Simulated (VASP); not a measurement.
# CdMo (Pm-3m) in VASP: a series of runs

CdMo is run at these levels: PBE; tasks: single point, relaxation of cell and atoms.

All numbers are computed with VASP 6.6.1; they aren't measurements. Logs are shortened: lines on timing, memory, paths and dates and some standing lists are left out, and cuts for length are marked.

## Step 1: The cell of the first run

The structure is cubic, space group Pm-3m (No. 221). Conventional cell: a = 3.283 Å, b = 3.283 Å, c = 3.283 Å, α = 90.00°, β = 90.00°, γ = 90.00°. Within 3.7 Å of Cd (site symmetry m-3m) lie 8 Mo at 2.84 Å and 6 Cd at 3.28 Å. Mo (site symmetry m-3m) has 8 Cd at 2.84 Å and 6 Mo at 3.28 Å within 3.7 Å.

## Step 2: Single point, PBE

INCAR

```
  ALGO = Normal
  EDIFF = 1E-6
  ENCUT = 520
  GGA = PE
  ISIF = 2
  ISMEAR = 0
  LASPH = T
  LCHARG = F
  LREAL = F
  LWAVE = F
  NBANDS = 20
  NELM = 100
  PREC = Accurate
  SIGMA = 0.1
```

KPOINTS

```
k-points
0
Gamma
  16 16 16
```

POSCAR

```
CdMo
1.0
    3.2831460076      0.0000000000      0.0000000000
    0.0000000000      3.2831460076      0.0000000000
    0.0000000000      0.0000000000      3.2831460076
Cd Mo
1 1
Direct
    0.5000000000      0.5000000000      0.5000000000
    0.0000000000      0.0000000000      0.0000000000
```

Potentials or basis: VASP PAW PBE potentials, release 64 (Cd, Mo_sv).

Started as:

```console
$ cat potpaw_PBE.64/Cd/POTCAR potpaw_PBE.64/Mo_sv/POTCAR > POTCAR
$ mpirun -np 1 vasp_std > vasp.out
```

OUTCAR:

```text
EDIFF = 1E-6
   ENCUT = 520
   GGA = PE
   ISIF = 2
   ISMEAR = 0
   LASPH = T
   LREAL = F
   NELM = 100
   PREC = Accurate

 ion  position               nearest neighbor table
   1  0.500  0.500  0.500-   2 2.84   2 2.84   2 2.84   2 2.84   2 2.84   2 2.84   2 2.84   2 2.84

   2  0.000  0.000  0.000-   1 2.84   1 2.84   1 2.84   1 2.84   1 2.84   1 2.84   1 2.84   1 2.84

  LATTYP: Found a simple cubic cell.
 ALAT       =     3.2831460076

  Lattice vectors:

 A1 = (   3.2831460076,   0.0000000000,   0.0000000000)
 A2 = (   0.0000000000,   3.2831460076,   0.0000000000)
 A3 = (   0.0000000000,   0.0000000000,   3.2831460076)

Analysis of symmetry for initial positions (statically):
=====================================================================
 Subroutine PRICEL returns:
 Original cell was already a primitive cell.

 Routine SETGRP: Setting up the symmetry group for a
 simple cubic supercell.

 Subroutine GETGRP returns: Found 48 space group operations
 (whereof 48 operations were pure point group operations)
 out of a pool of 48 trial point group operations.

The static configuration has the point symmetry O_h .

Analysis of symmetry for dynamics (positions and initial velocities):
=====================================================================
 Subroutine PRICEL returns:
 Original cell was already a primitive cell.

 Routine SETGRP: Setting up the symmetry group for a
 simple cubic supercell.

 Subroutine GETGRP returns: Found 48 space group operations
 (whereof 48 operations were pure point group operations)
 out of a pool of 48 trial point group operations.

The dynamic configuration has the point symmetry O_h .

 Subroutine INISYM returns: Found 48 space group operations
 (whereof 48 operations are pure point group operations),
 and found     1 'primitive' translations

----------------------------------------------------------------------------------------

                                     Primitive cell

  volume of cell :      35.3892

  direct lattice vectors                    reciprocal lattice vectors
     3.283146008  0.000000000  0.000000000     0.304585906  0.000000000  0.000000000
     0.000000000  3.283146008  0.000000000     0.000000000  0.304585906  0.000000000
     0.000000000  0.000000000  3.283146008     0.000000000  0.000000000  0.304585906

  length of vectors
     3.283146008  3.283146008  3.283146008     0.304585906  0.304585906  0.304585906

  position of ions in fractional coordinates (direct lattice)
     0.500000000  0.500000000  0.500000000
     0.000000000  0.000000000  0.000000000

  ion indices of the primitive-cell ions
   primitive index   ion index
                 1           1
                 2           2

----------------------------------------------------------------------------------------

 KPOINTS: k-points

Automatic generation of k-mesh.
 Grid dimensions read from file:
 generate k-points for:   16   16   16

 Generating k-lattice:

  Cartesian coordinates                     Fractional coordinates (reciprocal lattice)
     0.019036619  0.000000000  0.000000000     0.062500000  0.000000000  0.000000000
     0.000000000  0.019036619  0.000000000     0.000000000  0.062500000  0.000000000
     0.000000000  0.000000000  0.019036619     0.000000000  0.000000000  0.062500000

  Length of vectors
     0.019036619  0.019036619  0.019036619

  Shift w.r.t. Gamma in fractional coordinates (k-lattice)
     0.000000000  0.000000000  0.000000000

 Subroutine IBZKPT returns following result:
 ===========================================

 Found    165 irreducible k-points:

 Following reciprocal coordinates:
            Coordinates               Weight
  0.000000  0.000000  0.000000      1.000000
  0.062500  0.000000  0.000000      6.000000
  0.125000  0.000000  0.000000      6.000000
  0.187500  0.000000  0.000000      6.000000
  0.250000  0.000000  0.000000      6.000000
  0.312500  0.000000  0.000000      6.000000
[... 16 lines left out ...]
  0.437500  0.125000  0.000000     24.000000
  0.500000  0.125000  0.000000     12.000000
 [... further k-points ...]
   k-points           NKPTS =    165   k-points in BZ     NKDIM =    165   number of bands    NBANDS=     20
   number of dos      NEDOS =    301   number of ions     NIONS =      2
   total plane-waves  NPLWV =  13824
   dimension x,y,z NGX =    24 NGY =   24 NGZ =   24
   dimension x,y,z NGXF=    48 NGYF=   48 NGZF=   48
   ions per type =               1   1
   NGX,Y,Z   is equivalent  to a cutoff of  12.15, 12.15, 12.15 a.u.
   NGXF,Y,Z  is equivalent  to a cutoff of  24.31, 24.31, 24.31 a.u.
 SYSTEM =  unknown system
   PREC   = accura    normal or accurate (medium, high low for compatibility)
   ISTART =      0    job   : 0-new  1-cont  2-samecut
   ICHARG =      2    charge: 1-file 2-atom 10-const
   ISPIN  =      1    spin polarized calculation?
   LNONCOLLINEAR =      F non collinear calculations
   LSORBIT =      F    spin-orbit coupling
   LASPH  =      T    aspherical Exc in radial PAW
   ENCUT  =  520.0 eV  38.22 Ry    6.18 a.u.   6.10  6.10  6.10*2*pi/ulx,y,z
   NELM   =    100;   NELMIN=  2; NELMDL= -5     # of ELM steps
   EDIFF  = 0.1E-05   stopping-criterion for ELM
   LREAL  =      F    real-space projection
   EDIFFG = 0.1E-04   stopping-criterion for IOM
   NSW    =      0    number of steps for IOM
   IBRION =     -1    ionic relax: 0-MD 1-quasi-New 2-CG
   NFREE  =      0    steps in history (QN), initial steepest desc. (CG)
   ISIF   =      2    stress and relaxation
   ISYM   =      2    0-nonsym 1-usesym 2-fastsym
   POTIM  = 0.5000    time-step for ionic-motion
   TEBEG  =    0.0;   TEEND  =   0.0 temperature during run
   PSTRESS=    0.0 pullay stress
   NELECT =      26.0000    total number of electrons
   NUPDOWN=      -1.0000    fix difference up-down
   EMIN   =  10.00;   EMAX   =-10.00  energy-range for DOS
   EFERMI =   0.00;   METHOD = LEGACY
   ISMEAR =     0;   SIGMA  =   0.10  broadening in eV -4-tet -1-fermi 0-gaus
   EFERMI_NEDOS =   21; number of points for ismear=-14 and -15
   IALGO  =     38    algorithm
   IMIX   =      4    mixing-type and parameters
     AMIX     =   0.40;   BMIX     =  1.00
     AMIX_MAG =   1.60;   BMIX_MAG =  1.00
  volume/ion in A,a.u.               =      17.69       119.41
  Fermi-wavevector in a.u.,A,eV,Ry     =   1.477211  2.791523 29.689969  2.182151
  Thomas-Fermi vector in A             =   2.591643
   LORBIT       =      0    0 simple, 1 ext, 2 COOP (PROOUT), +10 PAW based schemes
   GGA     = PE    functional components
   LHFCALC =     F    Hartree Fock is set to
   AEXX    =    0.0000 exact exchange contribution
   IVDW    =     0    specifies the selected vdW correction
   LEPSILON=     F    determine dielectric tensor
   LRPA    =     F    only Hartree local field effects (RPA)
 non-spin polarized calculation
 Gauss-broadening in eV      SIGMA  =   0.10
  energy-cutoff  :      520.00
  volume of cell :       35.39
 maximum number of plane-waves:       972
   NGX = 13   NGY = 13   NGZ = 13

 number of electron      25.9999989 magnetization

 Free energy of the ion-electron system (eV)
  ---------------------------------------------------
  ext. energy  EPLUGINS =         0.00000000
  ---------------------------------------------------
  free energy    TOTEN  =        -9.96632576 eV

  energy without entropy =       -9.95397732  energy(sigma->0) =       -9.96015154

 E-fermi :   7.0507     XC(G=0): -12.4271

 val. band max:        7.0479887239   @ k =   0.4375   0.2500   0.0000
 cond. band min:       7.0716387914   @ k =   0.3750   0.1250   0.1250
 fundamental gap:      0.0236500675
 Fermi energy:         7.0506597659

 k-point     1 :       0.0000    0.0000    0.0000
  band No.  band energies     occupation
      1     -53.8220      2.00000
      2     -27.8212      2.00000
      3     -27.8212      2.00000
      4     -27.8212      2.00000
      5      -2.0791      2.00000
      6      -2.0791      2.00000
[... 12 lines left out ...]
     19      20.1893      0.00000
     20      21.2214      0.00000

 k-point     2 :       0.0625    0.0000    0.0000
  band No.  band energies     occupation
      1     -53.8216      2.00000
      2     -27.8279      2.00000
      3     -27.8208      2.00000
      4     -27.8208      2.00000
      5      -2.0703      2.00000
      6      -2.0543      2.00000
[... 12 lines left out ...]
     19      20.3930      0.00000
     20      20.9546      0.00000

 k-point     3 :       0.1250    0.0000    0.0000
  band No.  band energies     occupation
      1     -53.8203      2.00000
      2     -27.8469      2.00000
      3     -27.8195      2.00000
      4     -27.8195      2.00000
      5      -2.0451      2.00000
      6      -1.9848      2.00000
[... 12 lines left out ...]
     19      20.4004      0.00000
     20      20.5219      0.00000

 k-point     4 :       0.1875    0.0000    0.0000
  band No.  band energies     occupation
      1     -53.8184      2.00000
      2     -27.8752      2.00000
      3     -27.8175      2.00000
      4     -27.8175      2.00000
      5      -2.0070      2.00000
      6      -1.8833      2.00000
[... 12 lines left out ...]
     19      19.8053      0.00000
     20      20.4241      0.00000

 k-point     5 :       0.2500    0.0000    0.0000
  band No.  band energies     occupation
      1     -53.8161      2.00000
      2     -27.9084      2.00000
      3     -27.8153      2.00000
      4     -27.8153      2.00000
      5      -1.9611      2.00000
      6      -1.7664      2.00000
[... 12 lines left out ...]
     19      19.2647      0.00000
     20      20.2318      0.00000
[... 353 lines left out ...]
      6      -1.5907      2.00000
[... 12 lines left out ...]
     19      18.8537      0.00000
     20      21.0461      0.00000

 k-point    22 :       0.3750    0.1250    0.0000
  band No.  band energies     occupation
      1     -53.8102      2.00000
      2     -27.9661      2.00000
      3     -27.8351      2.00000
      4     -27.8087      2.00000
      5      -1.8308      2.00000
      6      -1.5422      2.00000
[... 12 lines left out ...]
     19      18.4887      0.00000
     20      20.0591      0.00000

 k-point    23 :       0.4375    0.1250    0.0000
  band No.  band energies     occupation
      1     -53.8089      2.00000
      2     -27.9844      2.00000
      3     -27.8336      2.00000
      4     -27.8074      2.00000
      5      -1.8073      2.00000
      6      -1.5589      2.00000
[... 12 lines left out ...]
     19      19.1573      0.00000
     20      19.2180      0.00000

 k-point    24 :       0.5000    0.1250    0.0000
  band No.  band energies     occupation
      1     -53.8084      2.00000
      2     -27.9908      2.00000
      3     -27.8331      2.00000
      4     -27.8069      2.00000
      5      -1.7989      2.00000
      6      -1.5652      2.00000
[... 12 lines left out ...]
     19      18.8754      0.00000
     20      20.1195      0.00000

 [... further k-points ...]

------------------------ aborting loop because EDIFF is reached ----------------------------------------

  FORCE on cell =-STRESS in cart. coord.  units (eV):
  Direction    XX          YY          ZZ          XY          YZ          ZX
  --------------------------------------------------------------------------------------
  -------------------------------------------------------------------------------------
  Total        0.2232779      0.2232779      0.2232779     -0.0000000      0.0000000     -0.0000000
  in kB       10.1084767     10.1084767     10.1084767     -0.0000000      0.0000000     -0.0000000
  external PRESSURE =      10.1084767 kB  Pullay stress =       0.0000000 kB

 VOLUME and BASIS-vectors are now :
 -----------------------------------------------------------------------------
  energy-cutoff  :      520.00
  volume of cell :       35.39
      direct lattice vectors                 reciprocal lattice vectors
     3.283146008  0.000000000  0.000000000     0.304585906  0.000000000  0.000000000
     0.000000000  3.283146008  0.000000000     0.000000000  0.304585906  0.000000000
     0.000000000  0.000000000  3.283146008     0.000000000  0.000000000  0.304585906

 POSITION                                       TOTAL-FORCE (eV/Angst)
 -----------------------------------------------------------------------------------
      1.64157      1.64157      1.64157         0.000000      0.000000      0.000000
      0.00000      0.00000      0.00000         0.000000      0.000000      0.000000
 -----------------------------------------------------------------------------------
    total drift:                                0.000000      0.000000     -0.000000

  FREE ENERGIE OF THE ION-ELECTRON SYSTEM (eV)
  ---------------------------------------------------
  free  energy   TOTEN  =        -9.9663257556 eV

  energy  without entropy=       -9.9539773175  energy(sigma->0) =       -9.96015154
```

Run time: 80 s. Hardware: 1 thread of Oxide Virtual Turin-like, shared host; peak memory 0.2 GiB.

What came out:

* Free energy: -9.9663 eV
* Pressure: 1.0 GPa
* Band gap on the k mesh: zero (bands 13 and 14 overlap by 2.87 eV)

[end of part 1 of 2]

The gap in the log of VASP goes by the Fermi energy; the results here count the filled bands.